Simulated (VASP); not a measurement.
# Si7Sn (P1) in VASP: single point with PBEsol

Aim: the single point of Si7Sn with PBEsol.

Program: VASP 6.6.1. These are calculated values, not measurements. Logs are shortened: lines on timing, memory, paths and dates and some standing lists are left out, and cuts for length are marked.

**1. The cell of the first run**

The typed cell holds 64 atoms: a = 11.130 Å, b = 11.130 Å, c = 11.130 Å, α = 90.00°, β = 90.00°, γ = 90.00°.

**2. Single point, PBEsol**

The input, INCAR:

```
ALGO = Normal ; EDIFF = 1E-7
ENCUT = 520 ; GGA = PS
ISIF = 2 ; ISMEAR = -1
ISYM = 0 ; LASPH = T
LCHARG = F ; LREAL = Auto
LWAVE = F ; NBANDS = 206
NELM = 60 ; PREC = Accurate
SIGMA = 0.05
```

The input, KPOINTS:

```
Automatic mesh
0
Gamma
  1 1 1
  0.25 0.25 0.25
```

The input, POSCAR:

```
Si7Sn
1.0
   11.1304677844      0.0000000000      0.0000000000
    0.0000000000     11.1304677844      0.0000000000
    0.0000000000      0.0000000000     11.1304677844
Si Sn
56 8
Direct
    0.9998260000      0.9857120000      0.9957680000
    0.0034590000      0.4996950000      0.5005820000
    0.4980570000      0.0017390000      0.0005820000
    0.5000360000      0.0010200000      0.5009790000
    0.4876980000      0.4923000000      0.9929210000
    0.4974720000      0.5000230000      0.4981410000
    0.1406960000      0.1323760000      0.6310970000
    0.1467420000      0.6253740000      0.1275180000
    0.1274360000      0.6251830000      0.6218990000
    0.6180670000      0.1239120000      0.1287260000
    0.6226720000      0.1238450000      0.6227840000
    0.6121250000      0.6316770000      0.6162680000
    0.2610220000      0.2535870000      0.9906190000
    0.2546580000      0.2527340000      0.4986140000
    0.2569970000      0.7504410000      0.9973560000
    0.2557500000      0.7460810000      0.5033980000
    0.7380020000      0.2524600000      0.0117570000
    0.7459590000      0.2476000000      0.5001000000
    0.7426830000      0.7714720000      0.0000630000
    0.7445400000      0.7481930000      0.4991850000
    0.3746290000      0.3733870000      0.1265650000
    0.3780610000      0.3766160000      0.6236800000
    0.3778790000      0.8760390000      0.1249440000
    0.3757840000      0.8762010000      0.6266890000
    0.8646870000      0.3675030000      0.1385100000
    0.8857230000      0.3648280000      0.6130030000
    0.8666950000      0.8847810000      0.1226050000
    0.8670740000      0.8672260000      0.6264900000
    0.2632490000      0.9961740000      0.2562960000
    0.2547370000      0.0007870000      0.7531600000
    0.2563370000      0.4982080000      0.2530380000
    0.2529920000      0.5025600000      0.7441320000
    0.7446050000      0.0035710000      0.2490090000
    0.7374840000      0.9914840000      0.7404950000
    0.7508680000      0.4917560000      0.2633820000
    0.3786980000      0.1262530000      0.3776380000
    0.3790240000      0.1230900000      0.8738420000
    0.3751010000      0.6233810000      0.3780590000
    0.3741700000      0.6245900000      0.8705870000
    0.8626670000      0.1306100000      0.3702650000
    0.8680480000      0.6162900000      0.3865780000
    0.9912680000      0.2554910000      0.2609350000
    0.0132380000      0.2552350000      0.7412190000
    0.0117870000      0.7590660000      0.7388890000
    0.4984260000      0.2497370000      0.2519410000
    0.4981110000      0.2447010000      0.7471780000
    0.4922210000      0.7568100000      0.2596510000
    0.4965360000      0.7509540000      0.7497960000
    0.1266010000      0.3777570000      0.3759710000
    0.1391420000      0.3703650000      0.8634030000
    0.1440460000      0.8737580000      0.3789060000
    0.1308620000      0.8730140000      0.8725230000
    0.6212590000      0.3726250000      0.3801580000
    0.6113930000      0.3633130000      0.8816410000
    0.6249240000      0.8780750000      0.3765420000
    0.6160640000      0.8796100000      0.8723310000
    0.0014740000      0.0041450000      0.5012370000
    0.0110450000      0.4875360000      0.0105410000
    0.1253440000      0.1254270000      0.1260270000
    0.6219210000      0.6240120000      0.1263760000
    0.7415530000      0.4897580000      0.7413510000
    0.8720920000      0.1267090000      0.8702400000
    0.8788810000      0.6403710000      0.8764630000
    0.9995810000      0.7486410000      0.2516390000
```

Potentials or basis: VASP PAW PBE potentials, release 64 (Si, Sn_d).

Started as:

```console
$ cat potpaw_PBE.64/Si/POTCAR potpaw_PBE.64/Sn_d/POTCAR > POTCAR
$ mpirun -np 1 vasp_std > vasp.out
```

OUTCAR:

```text
EDIFF = 1E-7
   ENCUT = 520
   GGA = PS
   ISIF = 2
   ISMEAR = -1
   ISYM = 0
   LASPH = T
   LREAL = Auto
   NELM = 60
   PREC = Accurate

 ion  position               nearest neighbor table
   1  1.000  0.986  0.996-  27 2.33  52 2.36  62 2.54  59 2.54
   2  0.003  0.500  0.501-  26 2.35  41 2.36  49 2.38   9 2.38
   3  0.498  0.002  0.001-  37 2.36  56 2.37  23 2.38  10 2.38
   4  0.500  0.001  0.501-  11 2.36  36 2.38  55 2.39  24 2.41
   5  0.488  0.492  0.993-  54 2.34  21 2.36  39 2.37  60 2.57
   6  0.497  0.500  0.498-  12 2.35  38 2.35  22 2.37  53 2.37
[... 56 lines left out ...]
  63  0.879  0.640  0.876-  44 2.51  19 2.51  58 2.70  61 2.72
  64  1.000  0.749  0.252-   8 2.54  51 2.56  27 2.56  41 2.56

IMPORTANT INFORMATION: All symmetrisations will be switched off!
NOSYMM: (Re-)initialisation of all symmetry stuff for point group C_1.

----------------------------------------------------------------------------------------

                                     Primitive cell

  volume of cell :    1378.9237

  direct lattice vectors                    reciprocal lattice vectors
    11.130467784  0.000000000  0.000000000     0.089843484  0.000000000  0.000000000
     0.000000000 11.130467784  0.000000000     0.000000000  0.089843484  0.000000000
     0.000000000  0.000000000 11.130467784     0.000000000  0.000000000  0.089843484

  length of vectors
    11.130467784 11.130467784 11.130467784     0.089843484  0.089843484  0.089843484

  position of ions in fractional coordinates (direct lattice)
     0.999826000  0.985712000  0.995768000
     0.003459000  0.499695000  0.500582000
     0.498057000  0.001739000  0.000582000
     0.500036000  0.001020000  0.500979000
     0.487698000  0.492300000  0.992921000
     0.497472000  0.500023000  0.498141000
[... 56 lines left out ...]
     0.878881000  0.640371000  0.876463000
     0.999581000  0.748641000  0.251639000

  ion indices of the primitive-cell ions
   primitive index   ion index
                 1           1
                 2           2
                 3           3
                 4           4
                 5           5
                 6           6
[... 56 lines left out ...]
                63          63
                64          64

----------------------------------------------------------------------------------------

 KPOINTS: Automatic mesh

Automatic generation of k-mesh.
 Grid dimensions read from file:
 generate k-points for:    1    1    1
[... 46 lines left out ...]
   NSW    =      0    number of steps for IOM
   IBRION =     -1    ionic relax: 0-MD 1-quasi-New 2-CG
   NFREE  =      0    steps in history (QN), initial steepest desc. (CG)
   ISIF   =      2    stress and relaxation
   ISYM   =      0    0-nonsym 1-usesym 2-fastsym
   POTIM  = 0.5000    time-step for ionic-motion
   TEBEG  =    0.0;   TEEND  =   0.0 temperature during run
   PSTRESS=    0.0 pullay stress
   NELECT =     336.0000    total number of electrons
   NUPDOWN=      -1.0000    fix difference up-down
   EMIN   =  10.00;   EMAX   =-10.00  energy-range for DOS
   EFERMI =   0.00;   METHOD = LEGACY
   ISMEAR =    -1;   SIGMA  =   0.05  broadening in eV -4-tet -1-fermi 0-gaus
   EFERMI_NEDOS =   21; number of points for ismear=-14 and -15
   IALGO  =     38    algorithm
   IMIX   =      4    mixing-type and parameters
     AMIX     =   0.40;   BMIX     =  1.00
     AMIX_MAG =   1.60;   BMIX_MAG =  1.00
  volume/ion in A,a.u.               =      21.55       145.40
  Fermi-wavevector in a.u.,A,eV,Ry     =   1.022526  1.932295 14.225709  1.045560
  Thomas-Fermi vector in A             =   2.156210
   LORBIT       =      0    0 simple, 1 ext, 2 COOP (PROOUT), +10 PAW based schemes
   GGA     = PS    functional components
   LHFCALC =     F    Hartree Fock is set to
   AEXX    =    0.0000 exact exchange contribution
   IVDW    =     0    specifies the selected vdW correction
   LEPSILON=     F    determine dielectric tensor
   LRPA    =     F    only Hartree local field effects (RPA)
 non-spin polarized calculation
  energy-cutoff  :      520.00
  volume of cell :     1378.92
 maximum number of plane-waves:     37152
 NGX is ok and might be reduce to    84
   NGX = 41   NGY = 41   NGZ = 41

 number of electron     336.0000009 magnetization

 Free energy of the ion-electron system (eV)
  ---------------------------------------------------
  ext. energy  EPLUGINS =         0.00000000
  ---------------------------------------------------
  free energy    TOTEN  =      -351.89298662 eV

  energy without entropy =     -351.89243318  energy(sigma->0) =     -351.89270990

 E-fermi :   6.1007     XC(G=0):  -9.5355

 val. band max:        5.6892022086   @ k =  -0.2500  -0.2500   0.2500
 cond. band min:       6.5224035665   @ k =   0.2500   0.2500   0.2500
 fundamental gap:      0.8332013579
 Fermi energy:         6.1007426172

 k-point     1 :       0.2500    0.2500    0.2500
  band No.  band energies     occupation
      1     -15.3226      2.00000
      2     -15.2339      2.00000
      3     -15.1768      2.00000
      4     -15.1678      2.00000
      5     -15.1653      2.00000
      6     -15.1574      2.00000
[... 721 lines left out ...]
    179       7.5571      0.00000
    180       7.6268      0.00000
 [bands above 180 left out]

------------------------ aborting loop because EDIFF is reached ----------------------------------------

  FORCE on cell =-STRESS in cart. coord.  units (eV):
  Direction    XX          YY          ZZ          XY          YZ          ZX
  --------------------------------------------------------------------------------------
  -------------------------------------------------------------------------------------
  Total        0.7978357      0.5999475      0.0847608     -0.4001386     -0.7712480     -1.4544829
  in kB        0.9270086      0.6970815      0.0984839     -0.4649227     -0.8961163     -1.6899699
  external PRESSURE =       0.5741914 kB  Pullay stress =       0.0000000 kB

 VOLUME and BASIS-vectors are now :
 -----------------------------------------------------------------------------
  energy-cutoff  :      520.00
  volume of cell :     1378.92
      direct lattice vectors                 reciprocal lattice vectors
    11.130467784  0.000000000  0.000000000     0.089843484  0.000000000  0.000000000
     0.000000000 11.130467784  0.000000000     0.000000000  0.089843484  0.000000000
     0.000000000  0.000000000 11.130467784     0.000000000  0.000000000  0.089843484

 POSITION                                       TOTAL-FORCE (eV/Angst)
 -----------------------------------------------------------------------------------
     11.12853     10.97144     11.08336         0.053736     -0.013707      0.059647
      0.03850      5.56184      5.57171         0.008102      0.047150     -0.004510
      5.54361      0.01936      0.00648         0.048507      0.005383      0.017763
      5.56563      0.01135      5.57613         0.014733      0.025297      0.006420
      5.42831      5.47953     11.05168         0.049150      0.078069      0.051165
      5.53710      5.56549      5.54454         0.011354      0.058211     -0.015230
[... 56 lines left out ...]
      9.78236      7.12763      9.75544        -0.056657     -0.017912     -0.031181
     11.12580      8.33272      2.80086         0.043028     -0.000204      0.030695
 -----------------------------------------------------------------------------------
    total drift:                                0.039069      0.000929      0.059477

  FREE ENERGIE OF THE ION-ELECTRON SYSTEM (eV)
  ---------------------------------------------------
  free  energy   TOTEN  =      -351.8929866234 eV

  energy  without entropy=     -351.8924331845  energy(sigma->0) =     -351.89270990
```

It took 34 min on 1 thread of Intel Xeon Platinum 8259CL at 2.50GHz (Skylake/Cascade Lake), shared host; peak memory 1.4 GiB.

Results:

| Item | Value |
| --- | --- |
| Free energy | -351.8930 eV |
| Pressure | 0.1 GPa |
| Largest force | 0.115 eV/Å |
| Band gap on the k mesh | 0.83 eV (least direct gap 0.86 eV) |

Forces on the atoms (eV/Å):
```
Si   0.054 -0.014  0.060
Si   0.008  0.047 -0.005
Si   0.049  0.005  0.018
Si   0.015  0.025  0.006
Si   0.049  0.078  0.051
Si   0.011  0.058 -0.015
Si  -0.090 -0.060 -0.038
Si  -0.002 -0.074 -0.004
Si  -0.024 -0.009 -0.006
Si   0.003 -0.045 -0.044
Si  -0.025 -0.001 -0.039
Si   0.003  0.010 -0.013
Si  -0.020  0.026  0.041
Si   0.031  0.061  0.014
Si   0.043  0.057  0.009
Si   0.033  0.033  0.071
Si  -0.013  0.003  0.006
Si   0.091 -0.002  0.011
Si  -0.056 -0.003 -0.016
Si   0.022 -0.011  0.033
Si  -0.012 -0.034 -0.068
Si  -0.035 -0.045 -0.025
Si  -0.007 -0.031 -0.052
Si  -0.040 -0.057 -0.041
Si  -0.027  0.021  0.008
Si  -0.012 -0.048 -0.010
Si  -0.043  0.072 -0.025
Si   0.000 -0.043  0.046
Si  -0.007  0.013  0.006
Si   0.024 -0.005  0.036
Si   0.008  0.020  0.034
Si  -0.003  0.050  0.022
Si  -0.007  0.029  0.001
Si   0.073  0.055  0.050
Si   0.011 -0.029  0.002
Si  -0.005 -0.041 -0.031
Si  -0.018 -0.046 -0.010
Si   0.002 -0.012 -0.025
Si  -0.036 -0.016 -0.016
Si   0.020  0.008 -0.007
Si   0.032 -0.044  0.011
Si   0.034  0.013  0.003
Si  -0.018  0.008 -0.011
Si   0.029  0.012 -0.057
Si   0.035  0.056  0.022
Si   0.000  0.004  0.058
Si  -0.002  0.029  0.020
Si   0.030  0.005  0.046
Si  -0.072 -0.026 -0.010
Si   0.007  0.031  0.008
Si  -0.033 -0.031 -0.049
Si   0.004  0.013 -0.063
Si  -0.032 -0.026 -0.054
Si   0.013 -0.044  0.001
Si  -0.058 -0.018 -0.026
Si  -0.033 -0.039  0.000
Sn  -0.008  0.042  0.035
Sn   0.011 -0.036 -0.005
Sn   0.015 -0.013  0.050
Sn   0.004 -0.027 -0.016
Sn   0.023  0.082  0.028
Sn  -0.035 -0.012 -0.025
Sn  -0.057 -0.018 -0.031
Sn   0.043  0.000  0.031
```

Levels at points of the mesh, in eV from the valence-band top:
```
           k point  band 166  band 167  band 168  band 169  band 170  band 171
(0.25, 0.25, 0.25)     -0.37     -0.08     -0.04      0.83      0.91      0.93
```

Caveat: the PAW data sets were made with another functional, which shifts forces and pressure a little; spin-orbit coupling is left out, which moves the levels of the heavy elements; a shifted mesh leaves out Γ, where band edges can lie. A k mesh can miss the band edges.
